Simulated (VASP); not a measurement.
A run of VASP 6.6.1 is set up as follows.

The input INCAR:

```
ALGO     = Normal         # electronic algorithm
EDIFF    = 1E-6           # SCF threshold, eV
ENCUT    = 520            # plane-wave cutoff, eV
GGA      = PE             # functional
ISIF     = 2              # what is computed and relaxed
ISMEAR   = 0              # smearing method
LASPH    = True           # aspherical terms in the spheres
LCHARG   = True           # write CHGCAR
LELF     = True           # ELF
LREAL    = False          # projectors in reciprocal space
LVHAR    = True         
LWAVE    = False          # write WAVECAR
NBANDS   = 25             # bands
NELM     = 80             # most SCF steps
PREC     = Accurate       # precision mode
SIGMA    = 0.01           # smearing width, eV
```

Contents of KPOINTS:

```
k-points
0
Gamma
  6 6 6
```

Contents of POSCAR:

```
SiO2
1.0
   -2.5133695308      2.5133695308      3.6893902397
    2.5133695308     -2.5133695308      3.6893902397
    2.5133695308      2.5133695308     -3.6893902397
Si O
2 4
Direct
    0.0000000000      0.0000000000      0.0000000000
    0.7500000000      0.2500000000      0.5000000000
    0.9670112386      0.6250000000      0.8420112386
    0.3750000000      0.2170112386      0.3420112386
    0.7829887614      0.1250000000      0.1579887614
    0.8750000000      0.0329887614      0.6579887614
```

Potentials or basis: VASP PAW PBE potentials, release 64 (Si, O).

The run is started by

```sh
$ cat potpaw_PBE.64/Si/POTCAR potpaw_PBE.64/O/POTCAR > POTCAR
$ mpirun -np 1 vasp_std > vasp.out
```

Problem. What does it give for the largest force?

Solution. 0.005 eV/Å.

Problem. What does it give for the pressure?

Solution. 0.1 GPa.

Problem. What does it give for the band gap on the k mesh?

Solution. 5.73 eV.

Forces in eV/Å, atoms in the order of the input:
```
Si   0.000  0.000  0.000
Si   0.000  0.000  0.000
O    0.000 -0.005  0.000
O   -0.005  0.000  0.000
O    0.000  0.005  0.000
O    0.005  0.000  0.000
```

A k mesh can miss the band edges. As with any semilocal functional, this PBE gap is likely too small.
